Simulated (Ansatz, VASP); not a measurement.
# In3Se: VASP beside Ansatz

```
CELL_PARAMETERS angstrom
4.80376 0.00000 0.00000
0.00000 4.80376 0.00000
0.00000 0.00000 4.80376
ATOMIC_POSITIONS crystal
In 0.50000 0.50000 0.00000
In 0.50000 0.00000 0.50000
In 0.00000 0.50000 0.50000
Se 0.00000 0.00000 0.00000
```

Alike in both runs: functional revPBE; k mesh 3 × 3 × 3; occupations fermi-dirac, width 0.05 eV; no spin polarisation.

|  | VASP | Ansatz |
| --- | --- | --- |
| version | VASP 6.6.1 | Ansatz 0.2.0 |
| potentials or method | VASP PAW PBE potentials, release 64 (In_d, Se) | Ansatz PAW |
| plane-wave cutoff (eV) | 520 | 420 |
| valence electrons in the cell | 45 | 55 |
| task | single point | projected density of states |

```csv
,VASP,Ansatz,Ansatz less VASP
gap on the k mesh at the Fermi level (eV),none,none,-
pressure (GPa),1.2,1.2,+0.02
```

VASP's potentials were made for PBE, not for revPBE. A gap of «none» marks a metal or a gap that the smearing closes. VASP's potentials hold 45 valence electrons a cell and Ansatz's 55, so a difference there can come from the potentials and not from the codes.

The k mesh is coarse, so the values compare programs but aren't converged.
